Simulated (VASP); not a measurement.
Crystal: LiH.

```
Li H
1.0
     2.78155    0.00000    0.00000
    -1.39077    2.40889    0.00000
     0.00000    0.00000    4.87296
Li H
2 2
Direct
  0.00000 0.00000 0.00000
  0.00000 0.00000 0.50000
  0.33333 0.66667 0.25000
  0.66667 0.33333 0.75000
```

Base run:

```yaml
Program: VASP 6.6.1
Functional: HSE06
Potentials_or_basis: VASP PAW PBE potentials, release 64 (Li_sv, H)
Cutoff: 520 eV
k_mesh: 9 × 9 × 4
Occupations: gaussian, width 0.01 eV
Spin: no spin polarisation
```

Its results: band gap on the k mesh 5.52 eV (least direct gap 6.09 eV).

Problem. The run is repeated on the same cell with these changes: functional from HSE06 to PBE; further incar settings from ALGO = Normal; EDIFF = 1e-06; NBANDS = 12 to ALGO = Normal; EDIFF = 1e-08. What comes out?

Solution. Band gap on the k mesh 4.49 eV (least direct gap 4.99 eV).

A k mesh can miss the band edges.
